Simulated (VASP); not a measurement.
Runs of VASP 6.6.1 on InP. The structure is that of space group I-4m2 (No. 119), or close to it. The cells are those of the table. 

| level | cell | k mesh | smearing | gap on the mesh (eV) | pressure (GPa) |
| --- | --- | --- | --- | --- | --- |
| PBE | a = 4.174, b = 4.174, c = 4.240 Å, angles 59.5, 59.5, 61.1°, 2 atoms | 8 × 8 × 8 | fermi-dirac 0.02 eV | (c) | (b) |
| r2SCAN | a = 4.177, b = 4.074, c = 4.074 Å, angles 61.7, 59.2, 59.2°, 2 atoms | 8 × 8 × 8 | gaussian 0.01 eV | 1.16 | 3.7 |
| PBE | a = 4.174, b = 4.174, c = 4.240 Å, angles 59.5, 59.5, 61.1°, 2 atoms | 4 × 4 × 4 | gaussian 0.01 eV | 0.40 | (a) |
| PBE | a = 4.177, b = 4.074, c = 4.074 Å, angles 61.7, 59.2, 59.2°, 2 atoms | 4 × 4 × 4 | gaussian 0.01 eV | 0.69 | 5.6 |
| r2SCAN | a = 4.174, b = 4.174, c = 4.240 Å, angles 59.5, 59.5, 61.1°, 2 atoms | 8 × 8 × 8 | gaussian 0.01 eV | 0.85 | -1.0 |

Alike in all rows: task single point; potentials or basis VASP PAW PBE potentials, release 64 (In_d, P); no spin polarisation; cutoff (eV) 520.

Problem. Estimate the missing entries.

Solution. (a) 0.9; (b) 0.7; (c) 0.42.

Caveats: some runs use coarse meshes; spin-orbit coupling is left out, which moves the levels of the heavy elements; the PAW data sets were made with another functional, which shifts forces and pressure a little (some runs).

A k mesh can miss the band edges, and the runs leave out spin-orbit coupling on In.
